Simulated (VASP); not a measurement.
A run of VASP 6.6.1 is set up as follows.

Contents of INCAR:

```
PREC = Accurate ; ENCUT = 520
EDIFF = 1E-7 ; ISMEAR = -1
SIGMA = 0.05 ; LREAL = False
LASPH = True ; NELM = 60
ALGO = Normal ; ISIF = 2
LWAVE = False ; LCHARG = True
GGA = PS ; LELF = True
LVHAR = True ; NBANDS = 16
```

File KPOINTS:

```
Automatic mesh
0
Gamma
  10 10 10
```

POSCAR

```
GaN
1.0
    0.0000000000      2.1842550945      2.1842550945
    2.1842550945      0.0000000000      2.1842550945
    2.1842550945      2.1842550945      0.0000000000
Ga N
1 1
Direct
    0.0000000000      0.0000000000      0.0000000000
    0.2500000000      0.2500000000      0.2500000000
```

Potentials or basis: VASP PAW PBE potentials, release 64 (Ga_d, N).

Launch:

```console
$ cat potpaw_PBE.64/Ga_d/POTCAR potpaw_PBE.64/N/POTCAR > POTCAR
$ mpirun -np 1 vasp_std > vasp.out
```

Question: What does it give for the band gap on the k mesh?

Answer: 2.28 eV, direct.

Question: Estimate the pressure.

Answer: 19.7 GPa.

Caveat: the PAW data sets were made with another functional, which shifts forces and pressure a little. As with any semilocal functional, this PBEsol gap is likely too small.
